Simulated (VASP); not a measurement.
# Si4N in VASP: further runs

Si4N is run at these levels: PBE+D3(BJ); tasks: single point.

All numbers are computed with VASP 6.6.1; they aren't measurements. Logs are shortened: lines on timing, memory, paths and dates and some standing lists are left out, and cuts for length are marked.

## Step 1: The cell of the first run

The cell holds a slab with vacuum, 10 atoms: a = 3.816 Å, b = 3.816 Å, c = 28.987 Å, α = 90.00°, β = 90.00°, γ = 120.00°.

## Step 2: Single point, PBE+D3(BJ)

INCAR reads:

```
SYSTEM = Si4N
  ALGO = Normal
  DIPOL = 0.5 0.5 0.379
  EDIFF = 1E-6
  ENCUT = 520
  GGA = PE
  IDIPOL = 3
  ISIF = 2
  ISMEAR = 0
  IVDW = 12
  LASPH = .TRUE.
  LCHARG = .TRUE.
  LDIPOL = .TRUE.
  LELF = .TRUE.
  LREAL = .FALSE.
  LVACPOTAV = .TRUE.
  LVHAR = .TRUE.
  LWAVE = .FALSE.
  NBANDS = 32
  NELM = 60
  PREC = Accurate
  SIGMA = 0.05
```

KPOINTS reads:

```
k-points
0
G
  9 9 1
  0 0 0
```

POSCAR reads:

```
Si4N
1.0
    3.8155170209      0.0000000000      0.0000000000
   -1.9077585104      3.3043346686      0.0000000000
    0.0000000000      0.0000000000     28.9874813843
Si N
8 2
Direct
    0.6666666667      0.3333333333      0.1379906018
    0.3333333333      0.6666666667      0.1654736894
    0.3333333333      0.6666666667      0.2468813277
    0.6666666667      0.3333333333      0.2743644153
    0.6666666667      0.3333333333      0.3556303104
    0.3333333333      0.6666666667      0.3827070033
    0.3333333333      0.6666666667      0.4657581680
    0.6666666667      0.3333333333      0.4894347735
    0.6666666667      0.3333333333      0.6170760801
    0.6666666667      0.3333333333      0.6550234956
```

Potentials or basis: VASP PAW PBE potentials, release 64 (Si, N).

Run with:

```bash
cat potpaw_PBE.64/Si/POTCAR potpaw_PBE.64/N/POTCAR > POTCAR
mpirun -np 1 vasp_std > vasp.out
```

OUTCAR:

```text
SYSTEM = Si4N
   EDIFF = 1E-6
   ENCUT = 520
   GGA = PE
   ISIF = 2
   ISMEAR = 0
   IVDW = 12
   LASPH = .TRUE.
   LREAL = .FALSE.
   NELM = 60
   PREC = Accurate
 IVDW          = 12

 ion  position               nearest neighbor table
   1  0.667  0.333  0.138-   2 2.34   2 2.34   2 2.34
   2  0.333  0.667  0.165-   1 2.34   1 2.34   1 2.34   3 2.36
   3  0.333  0.667  0.247-   4 2.34   4 2.34   4 2.34   2 2.36
   4  0.667  0.333  0.274-   3 2.34   3 2.34   3 2.34   5 2.36
   5  0.667  0.333  0.356-   6 2.34   6 2.34   6 2.34   4 2.36
   6  0.333  0.667  0.383-   5 2.34   5 2.34   5 2.34   7 2.41
   7  0.333  0.667  0.466-   8 2.31   8 2.31   8 2.31   6 2.41
   8  0.667  0.333  0.489-   7 2.31   7 2.31   7 2.31
   9  0.667  0.333  0.617-  10 1.10
  10  0.667  0.333  0.655-   9 1.10

  LATTYP: Found a hexagonal cell.
 ALAT       =     3.8155170209
 C/A-ratio  =     7.5972617146

  Lattice vectors:

 A1 = (   3.8155170209,   0.0000000000,   0.0000000000)
 A2 = (  -1.9077585104,   3.3043346686,   0.0000000000)
 A3 = (   0.0000000000,   0.0000000000,  28.9874813843)

Analysis of symmetry for initial positions (statically):
=====================================================================
 Subroutine PRICEL returns:
 Original cell was already a primitive cell.

 Routine SETGRP: Setting up the symmetry group for a
 hexagonal supercell.

 Subroutine GETGRP returns: Found  6 space group operations
 (whereof  6 operations were pure point group operations)
 out of a pool of 24 trial point group operations.

The static configuration has the point symmetry C_3v.

Analysis of symmetry for dynamics (positions and initial velocities):
=====================================================================
 Subroutine PRICEL returns:
 Original cell was already a primitive cell.

 Routine SETGRP: Setting up the symmetry group for a
 hexagonal supercell.

 Subroutine GETGRP returns: Found  6 space group operations
 (whereof  6 operations were pure point group operations)
 out of a pool of 24 trial point group operations.

The dynamic configuration has the point symmetry C_3v.

 Subroutine INISYM returns: Found  6 space group operations
 (whereof  6 operations are pure point group operations),
 and found     1 'primitive' translations

----------------------------------------------------------------------------------------

                                     Primitive cell

  volume of cell :     365.4668

  direct lattice vectors                    reciprocal lattice vectors
     3.815517021  0.000000000  0.000000000     0.262087679  0.151316392  0.000000000
    -1.907758510  3.304334669  0.000000000     0.000000000  0.302632784  0.000000000
     0.000000000  0.000000000 28.987481384     0.000000000  0.000000000  0.034497650

  length of vectors
     3.815517021  3.815517021 28.987481384     0.302632784  0.302632784  0.034497650

  position of ions in fractional coordinates (direct lattice)
     0.666666667  0.333333333  0.137990602
     0.333333333  0.666666667  0.165473689
     0.333333333  0.666666667  0.246881328
     0.666666667  0.333333333  0.274364415
     0.666666667  0.333333333  0.355630310
     0.333333333  0.666666667  0.382707003
     0.333333333  0.666666667  0.465758168
     0.666666667  0.333333333  0.489434774
     0.666666667  0.333333333  0.617076080
     0.666666667  0.333333333  0.655023496

  ion indices of the primitive-cell ions
   primitive index   ion index
                 1           1
                 2           2
                 3           3
                 4           4
                 5           5
                 6           6
                 7           7
                 8           8
                 9           9
                10          10

----------------------------------------------------------------------------------------

 KPOINTS: k-points

Automatic generation of k-mesh.
 Grid dimensions read from file:
 generate k-points for:    9    9    1

 Generating k-lattice:

  Cartesian coordinates                     Fractional coordinates (reciprocal lattice)
     0.029120853  0.016812932  0.000000000     0.111111111 -0.000000000  0.000000000
     0.000000000  0.033625865  0.000000000     0.000000000  0.111111111  0.000000000
     0.000000000  0.000000000  0.034497650     0.000000000  0.000000000  1.000000000

  Length of vectors
     0.033625865  0.033625865  0.034497650

  Shift w.r.t. Gamma in fractional coordinates (k-lattice)
     0.000000000  0.000000000  0.000000000

 Subroutine IBZKPT returns following result:
 ===========================================

 Found     12 irreducible k-points:

 Following reciprocal coordinates:
            Coordinates               Weight
  0.000000  0.000000  0.000000      1.000000
  0.111111  0.000000  0.000000      6.000000
  0.222222 -0.000000  0.000000      6.000000
  0.333333  0.000000  0.000000      6.000000
  0.444444 -0.000000  0.000000      6.000000
  0.111111  0.111111  0.000000      6.000000
  0.222222  0.111111  0.000000     12.000000
  0.333333  0.111111  0.000000     12.000000
  0.444444  0.111111  0.000000      6.000000
  0.222222  0.222222  0.000000      6.000000
  0.333333  0.222222  0.000000     12.000000
  0.333333  0.333333  0.000000      2.000000
   k-points           NKPTS =     12   k-points in BZ     NKDIM =     12   number of bands    NBANDS=     32
   number of dos      NEDOS =    301   number of ions     NIONS =     10
   total plane-waves  NPLWV = 169344
   dimension x,y,z NGX =    28 NGY =   28 NGZ =  216
   dimension x,y,z NGXF=    56 NGYF=   56 NGZF=  432
   ions per type =               8   2
   NGX,Y,Z   is equivalent  to a cutoff of  12.20, 12.20, 12.39 a.u.
   NGXF,Y,Z  is equivalent  to a cutoff of  24.40, 24.40, 24.78 a.u.
 SYSTEM =  Si4N
   PREC   = accura    normal or accurate (medium, high low for compatibility)
   ISTART =      0    job   : 0-new  1-cont  2-samecut
   ICHARG =      2    charge: 1-file 2-atom 10-const
   ISPIN  =      1    spin polarized calculation?
   LNONCOLLINEAR =      F non collinear calculations
   LSORBIT =      F    spin-orbit coupling
   LASPH  =      T    aspherical Exc in radial PAW
   ENCUT  =  520.0 eV  38.22 Ry    6.18 a.u.   7.09  7.09 53.90*2*pi/ulx,y,z
   NELM   =     60;   NELMIN=  2; NELMDL= -5     # of ELM steps
   EDIFF  = 0.1E-05   stopping-criterion for ELM
   LREAL  =      F    real-space projection
   EDIFFG = 0.1E-04   stopping-criterion for IOM
   NSW    =      0    number of steps for IOM
   IBRION =     -1    ionic relax: 0-MD 1-quasi-New 2-CG
   NFREE  =      0    steps in history (QN), initial steepest desc. (CG)
   ISIF   =      2    stress and relaxation
   ISYM   =      2    0-nonsym 1-usesym 2-fastsym
   POTIM  = 0.5000    time-step for ionic-motion
   TEBEG  =    0.0;   TEEND  =   0.0 temperature during run
   PSTRESS=    0.0 pullay stress
   NELECT =      42.0000    total number of electrons
   NUPDOWN=      -1.0000    fix difference up-down
   EMIN   =  10.00;   EMAX   =-10.00  energy-range for DOS
   EFERMI =   0.00;   METHOD = LEGACY
   ISMEAR =     0;   SIGMA  =   0.05  broadening in eV -4-tet -1-fermi 0-gaus
   EFERMI_NEDOS =   21; number of points for ismear=-14 and -15
   IALGO  =     38    algorithm
   IMIX   =      4    mixing-type and parameters
     AMIX     =   0.40;   BMIX     =  1.00
     AMIX_MAG =   1.60;   BMIX_MAG =  1.00
  volume/ion in A,a.u.               =      36.55       246.63
  Fermi-wavevector in a.u.,A,eV,Ry     =   0.795931  1.504091  8.619369  0.633506
  Thomas-Fermi vector in A             =   1.902355
   LORBIT       =      0    0 simple, 1 ext, 2 COOP (PROOUT), +10 PAW based schemes
   GGA     = PE    functional components
   LHFCALC =     F    Hartree Fock is set to
   AEXX    =    0.0000 exact exchange contribution
   IVDW    =    12    specifies the selected vdW correction
   LEPSILON=     F    determine dielectric tensor
   LRPA    =     F    only Hartree local field effects (RPA)
 non-spin polarized calculation
 Gauss-broadening in eV      SIGMA  =   0.05
  energy-cutoff  :      520.00
  volume of cell :      365.47
 maximum number of plane-waves:      9885
   NGX = 15   NGY = 15   NGZ =107

 dipolmoment           0.000000      0.000000      0.022198 electrons x Angstroem

 number of electron      41.9999996 magnetization

 dipolmoment           0.000000      0.000000     -0.022575 electrons x Angstroem

 Free energy of the ion-electron system (eV)
  ---------------------------------------------------
  ext. energy  EPLUGINS =         0.00000000
  ---------------------------------------------------
  free energy    TOTEN  =       -57.30805448 eV

  energy without entropy =      -57.30284796  energy(sigma->0) =      -57.30545122

 E-fermi :   0.4165     XC(G=0):  -5.4558

 val. band max:        0.3733196070   @ k =   0.1111   0.0000   0.0000
 cond. band min:       0.4497978641   @ k =   0.3333   0.2222   0.0000
 fundamental gap:      0.0764782571
 Fermi energy:         0.4165350200

 k-point     1 :       0.0000    0.0000    0.0000
  band No.  band energies     occupation
      1     -23.9217      2.00000
      2     -11.4730      2.00000
      3     -10.9395      2.00000
      4     -10.2143      2.00000
      5      -9.5357      2.00000
      6      -9.0514      2.00000
[... 24 lines left out ...]
     31       3.4937      0.00000
     32       3.8475      0.00000

 k-point     2 :       0.1111    0.0000    0.0000
  band No.  band energies     occupation
      1     -23.9174      2.00000
      2     -11.3280      2.00000
      3     -10.7947      2.00000
      4     -10.0691      2.00000
      5      -9.3884      2.00000
      6      -9.0334      2.00000
[... 24 lines left out ...]
     31       3.9983      0.00000
     32       4.1377      0.00000
[... 313 lines left out ...]
     31       4.9903      0.00000
     32       5.1250      0.00000

 k-point    12 :       0.3333    0.3333    0.0000
  band No.  band energies     occupation
      1     -23.8808      2.00000
      2      -8.8827      2.00000
      3      -8.3521      2.00000
      4      -8.3390      2.00000
      5      -8.1462      2.00000
      6      -7.2711      2.00000
[... 24 lines left out ...]
     31       6.1700      0.00000
     32       6.4490      0.00000

------------------------ aborting loop because EDIFF is reached ----------------------------------------

 Edisp (eV)   -2.39509

 E8    (eV) :    -0.9955

  FORCE on cell =-STRESS in cart. coord.  units (eV):
  Direction    XX          YY          ZZ          XY          YZ          ZX
  --------------------------------------------------------------------------------------
  -------------------------------------------------------------------------------------
  Total       0.39664     0.39664     2.03874     0.00000     0.00000     0.00000
  in kB       1.73883     1.73883     8.93769     0.00000     0.00000     0.00000
  external pressure =        4.14 kB  Pullay stress =        0.00 kB

 VOLUME and BASIS-vectors are now :
 -----------------------------------------------------------------------------
  energy-cutoff  :      520.00
  volume of cell :      365.47
      direct lattice vectors                 reciprocal lattice vectors
     3.815517021  0.000000000  0.000000000     0.262087679  0.151316392  0.000000000
    -1.907758510  3.304334669  0.000000000     0.000000000  0.302632784  0.000000000
     0.000000000  0.000000000 28.987481384     0.000000000  0.000000000  0.034497650

 POSITION                                       TOTAL-FORCE (eV/Angst)
 -----------------------------------------------------------------------------------
      1.90776      1.10144      4.00000        -0.000000      0.000000      0.480419
     -0.00000      2.20289      4.79667        -0.000000     -0.000000     -0.647937
     -0.00000      2.20289      7.15647        -0.000000     -0.000000      0.235113
      1.90776      1.10144      7.95313         0.000000     -0.000000     -0.057726
      1.90776      1.10144     10.30883        -0.000000     -0.000000      0.024626
     -0.00000      2.20289     11.09371        -0.000000     -0.000000      0.014992
     -0.00000      2.20289     13.50116        -0.000000     -0.000000     -0.015768
      1.90776      1.10144     14.18748        -0.000000      0.000000     -0.048084
      1.90776      1.10144     17.88748         0.000000      0.000000     -2.114593
      1.90776      1.10144     18.98748         0.000000     -0.000000      2.128958
 -----------------------------------------------------------------------------------
    total drift:                               -0.000000      0.000000      0.001098

  FREE ENERGIE OF THE ION-ELECTRON SYSTEM (eV)
  ---------------------------------------------------
  free  energy   TOTEN  =       -59.7031451489 eV

  energy  without entropy=      -59.6979386269  energy(sigma->0) =      -59.70054189

 vacuum level on the upper side and lower side of the slab         4.919         5.243
```

It took 3.5 min on 1 thread of Intel Xeon 6975P-C (Granite Rapids), shared host; peak memory 0.44 GiB.

Results:

```yaml
Free_energy: -59.7031 eV
Largest_force: 2.129 eV/Å
Band_gap_on_the_k_mesh: zero (bands 21 and 22 overlap by 0.30 eV)
Dispersion_energy_per_atom: -0.240 eV
```

Forces in eV/Å, atoms in the order of the input:
```
Si   0.000  0.000  0.480
Si   0.000  0.000 -0.648
Si   0.000  0.000  0.235
Si   0.000  0.000 -0.058
Si   0.000  0.000  0.025
Si   0.000  0.000  0.015
Si   0.000  0.000 -0.016
Si   0.000  0.000 -0.048
N    0.000  0.000 -2.115
N    0.000  0.000  2.129
```

Levels at points of the mesh, in eV from the Fermi level:
| k point | band 17 | band 18 | band 19 | band 20 | band 21 | band 22 | band 23 | band 24 | band 25 | band 26 |
| --- | --- | --- | --- | --- | --- | --- | --- | --- | --- | --- |
| (0.00, 0.00, 0.00) | -0.33 | -0.33 | -0.26 | 0.11 | 0.11 | 0.73 | 1.48 | 2.01 | 2.48 | 2.48 |

Caveat: the standard files for N, O and F lose accuracy on very short bonds.

## Step 3: Single point, PBE+D3(BJ)

INCAR reads:

```
SYSTEM = Si4N
  PREC = Accurate
  ENCUT = 520
  EDIFF = 1E-7
  ISMEAR = 0
  SIGMA = 0.05
  LREAL = .False.
  LASPH = .True.
  NELM = 80
  ALGO = Normal
  ISIF = 2
  LWAVE = .False.
  LCHARG = .False.
  LDIPOL = .True.
  IDIPOL = 3
  DIPOL = 0.5 0.5 0.379
  GGA = PE
  IVDW = 12
  NBANDS = 32
```

KPOINTS reads:

```
Automatic mesh
0
Gamma
  9 9 1
  0 0 0
```

Changes to POSCAR since step 2:

```diff
@@ -16,3 +16,3 @@
     0.6666666667      0.3333333333      0.4894347735
-    0.6666666667      0.3333333333      0.6170760801
-    0.6666666667      0.3333333333      0.6550234956
+    1.0000000000      1.0000000000      0.6170760801
+    1.0000000000      1.0000000000      0.6550234956
```

Potentials or basis: VASP PAW PBE potentials, release 64 (Si, N).

Run with:

```bash
cat potpaw_PBE.64/Si/POTCAR potpaw_PBE.64/N/POTCAR > POTCAR
mpirun -np 1 vasp_std > vasp.out
```

Run time: 3.4 min. Hardware: 1 thread of Intel Xeon 6975P-C (Granite Rapids), shared host; peak memory 0.44 GiB.

It converged, with:

- Free energy: -59.7261 eV
- Largest force: 2.198 eV/Å
- Band gap on the k mesh: zero (bands 21 and 22 overlap by 0.31 eV)
- Dispersion energy per atom: -0.240 eV

Forces on the atoms (eV/Å):
```
Si   0.000  0.000  0.482
Si   0.000  0.000 -0.649
Si   0.000  0.000  0.234
Si   0.000  0.000 -0.052
Si   0.000  0.000  0.018
Si   0.000  0.000  0.021
Si   0.000  0.000 -0.002
Si   0.000  0.000  0.002
N    0.000  0.000 -2.198
N    0.000  0.000  2.144
```

Levels at points of the mesh, in eV from the Fermi level:
```
           k point  band 19  band 20  band 21  band 22  band 23  band 24
(0.00, 0.00, 0.00)    -0.25     0.12     0.12     0.75     1.48     2.01
```

Caveat: the standard files for N, O and F lose accuracy on very short bonds.

## Step 4: Single point, PBE+D3(BJ)

INCAR reads:

```
PREC = Accurate
ENCUT = 520
EDIFF = 1E-7
ISMEAR = 0
SIGMA = 0.05
LREAL = False
LASPH = True
NELM = 60
ALGO = Normal
ISIF = 2
LWAVE = False
LCHARG = False
LDIPOL = True
IDIPOL = 3
DIPOL = 0.5 0.5 0.379
GGA = PE
IVDW = 12
NBANDS = 32
```

KPOINTS reads:

```
Automatic mesh
0
Gamma
  9 9 1
```

Changes to POSCAR since step 3:

```diff
@@ -16,3 +16,3 @@
     0.6666666667      0.3333333333      0.4894347735
-    1.0000000000      1.0000000000      0.6170760801
-    1.0000000000      1.0000000000      0.6550234956
+    1.3333333333      0.6666666667      0.6170760801
+    1.3333333333      0.6666666667      0.6550234956
```

Run with:

```bash
cat potpaw_PBE.64/Si/POTCAR potpaw_PBE.64/N/POTCAR > POTCAR
mpirun -np 1 vasp_std > vasp.out
```

It took 3 min on 1 thread of Intel Xeon 6975P-C (Granite Rapids), shared host; peak memory 0.44 GiB.

It converged, with:

- Free energy: -59.7261 eV
- Largest force: 2.201 eV/Å
- Band gap on the k mesh: zero (bands 21 and 22 overlap by 0.31 eV)
- Dispersion energy per atom: -0.240 eV

Forces in eV/Å, atoms in the order of the input:
```
Si   0.000  0.000  0.483
Si   0.000  0.000 -0.649
Si   0.000  0.000  0.233
Si   0.000  0.000 -0.053
Si   0.000  0.000  0.017
Si   0.000  0.000  0.027
Si   0.000  0.000 -0.006
Si   0.000  0.000 -0.001
N    0.000  0.000 -2.201
N    0.000  0.000  2.149
```

Levels at points of the mesh, in eV from the Fermi level:
| k point | band 19 | band 20 | band 21 | band 22 | band 23 | band 24 |
| --- | --- | --- | --- | --- | --- | --- |
| (0.00, 0.00, 0.00) | -0.25 | 0.12 | 0.12 | 0.75 | 1.48 | 2.02 |

Caveat: the standard files for N, O and F lose accuracy on very short bonds.

## Step 5: Overview

| cell | gap on the mesh (eV) | largest force (eV/Å) |
| --- | --- | --- |
| as given, atomic positions A | none | 2.13 |
| as given, atomic positions B | none | 2.20 |
| as given, atomic positions C | none | 2.20 |

Alike in all rows: task single point; level PBE+D3(BJ); potentials or basis VASP PAW PBE potentials, release 64 (Si, N); no spin polarisation; k mesh 9 × 9 × 1; cutoff (eV) 520; smearing gaussian 0.05 eV.

Caveats: the standard files for N, O and F lose accuracy on very short bonds.

Total energies depend on the potentials used, so only differences within one code and one set of settings carry meaning.
